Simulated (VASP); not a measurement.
# Mo (R-3m) in VASP: a series of runs

The runs below take Mo through single point, with PBE.

All numbers are computed with VASP 6.6.1; they aren't measurements. Logs are shortened: lines on timing, memory, paths and dates and some standing lists are left out, and cuts for length are marked.

## Step 1: The cell of the first run

It takes space group R-3m (No. 166, trigonal). The conventional cell has a = 4.858 Å, b = 4.858 Å, c = 2.440 Å, α = 90.00°, β = 90.00°, γ = 120.00°. Mo (site symmetry -3m) has 8 Mo at 2.44 to 2.92 Å within 3.2 Å.

## Step 2: Single point, PBE

Contents of INCAR:

```
ALGO     = Fast           # electronic algorithm
EDIFF    = 1E-7           # SCF threshold, eV
ENCUT    = 520            # plane-wave cutoff, eV
GGA      = PE             # functional
ISIF     = 2              # what is computed and relaxed
ISMEAR   = 0              # smearing method
LASPH    = T              # aspherical terms in the spheres
LCHARG   = F              # write CHGCAR
LREAL    = F              # projectors in reciprocal space
LWAVE    = F              # write WAVECAR
NBANDS   = 13             # bands
NELM     = 100            # most SCF steps
PREC     = Accurate       # precision mode
SIGMA    = 0.15           # smearing width, eV
```

Contents of KPOINTS:

```
k-points
0
Gamma
  22 22 22
```

Contents of POSCAR:

```
Mo
1.0
   -1.8207313312      1.6147188362      1.6147188362
    1.6147188362     -1.8207313312      1.6147188362
    1.6147188362      1.6147188362     -1.8207313312
Mo
1
Direct
    0.0000000000      0.0000000000      0.0000000000
```

Potentials or basis: VASP PAW PBE potentials, release 64 (Mo_sv).

On the command line:

```
$ cat potpaw_PBE.64/Mo_sv/POTCAR > POTCAR
$ mpirun -np 1 vasp_std > vasp.out
```

OUTCAR:

```text
EDIFF = 1E-7
   ENCUT = 520
   GGA = PE
   ISIF = 2
   ISMEAR = 0
   LASPH = T
   LREAL = F
   NELM = 100
   PREC = Accurate

 ion  position               nearest neighbor table
   1  0.000  0.000  0.000-

  LATTYP: Found a trigonal (rhomboedric) cell.
 ALAT       =     2.9205644010
 COS(alpha) =    -0.3836738462

  Lattice vectors:

 A1 = (  -1.8207313312,   1.6147188362,   1.6147188362)
 A2 = (   1.6147188362,  -1.8207313312,   1.6147188362)
 A3 = (   1.6147188362,   1.6147188362,  -1.8207313312)

Analysis of symmetry for initial positions (statically):
=====================================================================
 Subroutine PRICEL returns:
 Original cell was already a primitive cell.

 Routine SETGRP: Setting up the symmetry group for a
 trigonal (rhombohedral) supercell.

 Subroutine GETGRP returns: Found 12 space group operations
 (whereof 12 operations were pure point group operations)
 out of a pool of 12 trial point group operations.

The static configuration has the point symmetry D_3d.

Analysis of symmetry for dynamics (positions and initial velocities):
=====================================================================
 Subroutine PRICEL returns:
 Original cell was already a primitive cell.

 Routine SETGRP: Setting up the symmetry group for a
 trigonal (rhombohedral) supercell.

 Subroutine GETGRP returns: Found 12 space group operations
 (whereof 12 operations were pure point group operations)
 out of a pool of 12 trial point group operations.

The dynamic configuration has the point symmetry D_3d.

 Subroutine INISYM returns: Found 12 space group operations
 (whereof 12 operations are pure point group operations),
 and found     1 'primitive' translations

----------------------------------------------------------------------------------------

                                     Primitive cell

  volume of cell :      16.6260

  direct lattice vectors                    reciprocal lattice vectors
    -1.820731331  1.614718836  1.614718836     0.042568607  0.333651275  0.333651275
     1.614718836 -1.820731331  1.614718836     0.333651275  0.042568607  0.333651275
     1.614718836  1.614718836 -1.820731331     0.333651275  0.333651275  0.042568607

  length of vectors
     2.920564401  2.920564401  2.920564401     0.473770443  0.473770443  0.473770443

  position of ions in fractional coordinates (direct lattice)
     0.000000000  0.000000000  0.000000000

  ion indices of the primitive-cell ions
   primitive index   ion index
                 1           1

----------------------------------------------------------------------------------------

 KPOINTS: k-points

Automatic generation of k-mesh.
 Grid dimensions read from file:
 generate k-points for:   22   22   22

 Generating k-lattice:

  Cartesian coordinates                     Fractional coordinates (reciprocal lattice)
     0.001934937  0.015165967  0.015165967     0.045454545  0.000000000  0.000000000
     0.015165967  0.001934937  0.015165967     0.000000000  0.045454545  0.000000000
     0.015165967  0.015165967  0.001934937    -0.000000000 -0.000000000  0.045454545

  Length of vectors
     0.021535020  0.021535020  0.021535020

  Shift w.r.t. Gamma in fractional coordinates (k-lattice)
     0.000000000  0.000000000  0.000000000

 Subroutine IBZKPT returns following result:
 ===========================================

 Found   1024 irreducible k-points:

 Following reciprocal coordinates:
            Coordinates               Weight
  0.000000  0.000000  0.000000      1.000000
  0.045455  0.000000  0.000000      6.000000
  0.090909  0.000000  0.000000      6.000000
  0.136364 -0.000000  0.000000      6.000000
  0.181818  0.000000  0.000000      6.000000
  0.227273  0.000000  0.000000      6.000000
[... 16 lines left out ...]
  0.500000  0.045455  0.000000     12.000000
 -0.454545  0.045455 -0.000000     12.000000
 [... further k-points ...]
   k-points           NKPTS =   1024   k-points in BZ     NKDIM =   1024   number of bands    NBANDS=     13
   number of dos      NEDOS =    301   number of ions     NIONS =      1
   total plane-waves  NPLWV =  13824
   dimension x,y,z NGX =    24 NGY =   24 NGZ =   24
   dimension x,y,z NGXF=    48 NGYF=   48 NGZF=   48
   ions per type =               1
   NGX,Y,Z   is equivalent  to a cutoff of  13.66, 13.66, 13.66 a.u.
   NGXF,Y,Z  is equivalent  to a cutoff of  27.32, 27.32, 27.32 a.u.
 SYSTEM =  unknown system
   PREC   = accura    normal or accurate (medium, high low for compatibility)
   ISTART =      0    job   : 0-new  1-cont  2-samecut
   ICHARG =      2    charge: 1-file 2-atom 10-const
   ISPIN  =      1    spin polarized calculation?
   LNONCOLLINEAR =      F non collinear calculations
   LSORBIT =      F    spin-orbit coupling
   LASPH  =      T    aspherical Exc in radial PAW
   ENCUT  =  520.0 eV  38.22 Ry    6.18 a.u.   5.43  5.43  5.43*2*pi/ulx,y,z
   NELM   =    100;   NELMIN=  2; NELMDL= -5     # of ELM steps
   EDIFF  = 0.1E-06   stopping-criterion for ELM
   LREAL  =      F    real-space projection
   EDIFFG = 0.1E-05   stopping-criterion for IOM
   NSW    =      0    number of steps for IOM
   IBRION =     -1    ionic relax: 0-MD 1-quasi-New 2-CG
   NFREE  =      0    steps in history (QN), initial steepest desc. (CG)
   ISIF   =      2    stress and relaxation
   ISYM   =      2    0-nonsym 1-usesym 2-fastsym
   POTIM  = 0.5000    time-step for ionic-motion
   TEBEG  =    0.0;   TEEND  =   0.0 temperature during run
   PSTRESS=    0.0 pullay stress
   NELECT =      14.0000    total number of electrons
   NUPDOWN=      -1.0000    fix difference up-down
   EMIN   =  10.00;   EMAX   =-10.00  energy-range for DOS
   EFERMI =   0.00;   METHOD = LEGACY
   ISMEAR =     0;   SIGMA  =   0.15  broadening in eV -4-tet -1-fermi 0-gaus
   EFERMI_NEDOS =   21; number of points for ismear=-14 and -15
   IALGO  =     68    algorithm
   IMIX   =      4    mixing-type and parameters
     AMIX     =   0.40;   BMIX     =  1.00
     AMIX_MAG =   1.60;   BMIX_MAG =  1.00
  volume/ion in A,a.u.               =      16.63       112.20
  Fermi-wavevector in a.u.,A,eV,Ry     =   1.545924  2.921374 32.516322  2.389882
  Thomas-Fermi vector in A             =   2.651234
   LORBIT       =      0    0 simple, 1 ext, 2 COOP (PROOUT), +10 PAW based schemes
   GGA     = PE    functional components
   LHFCALC =     F    Hartree Fock is set to
   AEXX    =    0.0000 exact exchange contribution
   IVDW    =     0    specifies the selected vdW correction
   LEPSILON=     F    determine dielectric tensor
   LRPA    =     F    only Hartree local field effects (RPA)
 non-spin polarized calculation
 RMM-DIIS sequential band-by-band and
 Gauss-broadening in eV      SIGMA  =   0.15
  energy-cutoff  :      520.00
  volume of cell :       16.63
 maximum number of plane-waves:       459
 NGX is ok and might be reduce to    24
   NGX = 11   NGY = 11   NGZ = 11

 number of electron      14.0000001 magnetization

 Free energy of the ion-electron system (eV)
  ---------------------------------------------------
  ext. energy  EPLUGINS =         0.00000000
  ---------------------------------------------------
  free energy    TOTEN  =       -10.60616058 eV

  energy without entropy =      -10.59868167  energy(sigma->0) =      -10.60242113

 E-fermi :  11.6452     XC(G=0): -13.0023

 val. band max:       11.6414103355   @ k =   0.3182   0.1364   0.0909
 cond. band min:      11.6468540742   @ k =  -0.0909  -0.2273   0.0455
 fundamental gap:      0.0054437387
 Fermi energy:        11.6451857083

 k-point     1 :       0.0000    0.0000    0.0000
  band No.  band energies     occupation
      1     -49.7258      2.00000
      2     -23.2490      2.00000
      3     -23.2490      2.00000
      4     -22.4471      2.00000
      5       4.6782      2.00000
      6       8.3350      2.00000
      7      10.5947      2.00000
      8      10.5947      2.00000
      9      14.1996      0.00000
     10      14.1996      0.00000
     11      24.2797      0.00000
     12      27.4877      0.00000
     13      27.4877      0.00000

 k-point     2 :       0.0455    0.0000    0.0000
  band No.  band energies     occupation
      1     -49.7171      2.00000
      2     -23.2535      2.00000
      3     -23.2457      2.00000
      4     -22.5008      2.00000
      5       4.7764      2.00000
      6       8.4535      2.00000
      7      10.5732      2.00000
      8      10.6427      2.00000
      9      14.0097      0.00000
     10      14.0952      0.00000
     11      24.3833      0.00000
     12      27.7244      0.00000
     13      27.7427      0.00000

 k-point     3 :       0.0909    0.0000    0.0000
  band No.  band energies     occupation
      1     -49.6917      2.00000
      2     -23.2669      2.00000
      3     -23.2362      2.00000
      4     -22.6555      2.00000
      5       5.0591      2.00000
      6       8.8052      2.00000
      7      10.5067      2.00000
      8      10.7860      2.00000
      9      13.5045      0.00000
     10      13.8166      0.00000
     11      24.6799      0.00000
     12      28.3921      0.00000
     13      28.4075      0.00000
[... 305 lines left out ...]
 k-point    23 :       0.5000    0.0455    0.0000
  band No.  band energies     occupation
      1     -49.2856      2.00000
      2     -24.8253      2.00000
      3     -23.4248      2.00000
      4     -23.0962      2.00000
      5       6.6621      2.00000
      6       8.6988      2.00000
      7      12.5129      0.00000
      8      12.7841      0.00000
      9      14.3404      0.00000
     10      16.1238      0.00000
     11      22.9516      0.00000
     12      24.4923      0.00000
     13      28.3289      0.00000

 k-point    24 :      -0.4545    0.0455   -0.0000
  band No.  band energies     occupation
      1     -49.3105      2.00000
      2     -24.6989      2.00000
      3     -23.4304      2.00000
      4     -23.1076      2.00000
      5       6.7637      2.00000
      6       8.8118      2.00000
      7      12.2422      0.00000
      8      12.7693      0.00000
      9      14.0839      0.00000
     10      15.6684      0.00000
     11      23.2510      0.00000
     12      24.5084      0.00000
     13      28.8364      0.00000

 [... further k-points ...]

------------------------ aborting loop because EDIFF is reached ----------------------------------------

  FORCE on cell =-STRESS in cart. coord.  units (eV):
  Direction    XX          YY          ZZ          XY          YZ          ZX
  --------------------------------------------------------------------------------------
  -------------------------------------------------------------------------------------
  Total       -0.3982934     -0.3982934     -0.3982934      1.7392171      1.7392171      1.7392171
  in kB      -38.3818511    -38.3818511    -38.3818511    167.6010036    167.6010036    167.6010036
  external PRESSURE =     -38.3818511 kB  Pullay stress =       0.0000000 kB

 VOLUME and BASIS-vectors are now :
 -----------------------------------------------------------------------------
  energy-cutoff  :      520.00
  volume of cell :       16.63
      direct lattice vectors                 reciprocal lattice vectors
    -1.820731331  1.614718836  1.614718836     0.042568607  0.333651275  0.333651275
     1.614718836 -1.820731331  1.614718836     0.333651275  0.042568607  0.333651275
     1.614718836  1.614718836 -1.820731331     0.333651275  0.333651275  0.042568607

 POSITION                                       TOTAL-FORCE (eV/Angst)
 -----------------------------------------------------------------------------------
      0.00000      0.00000      0.00000         0.000000      0.000000     -0.000000
 -----------------------------------------------------------------------------------
    total drift:                               -0.000000      0.000000      0.000000

  FREE ENERGIE OF THE ION-ELECTRON SYSTEM (eV)
  ---------------------------------------------------
  free  energy   TOTEN  =       -10.6061605843 eV

  energy  without entropy=      -10.5986816723  energy(sigma->0) =      -10.60242113
```

Wall time 2.5 min (1 thread of Intel Xeon Platinum 8259CL at 2.50GHz (Skylake/Cascade Lake), shared host); peak memory 0.31 GiB.

Results:

```yaml
Free_energy: -10.6062 eV
Pressure: -3.8 GPa
Band_gap_on_the_k_mesh: zero (band 7 reaches 14.27 eV, above the bottom of band 8 at 10.59 eV)
```

Stress tensor (GPa, compression positive):
```
-3.84 16.76 16.76
16.76 -3.84 16.76
16.76 16.76 -3.84
```

[end of part 1 of 2]
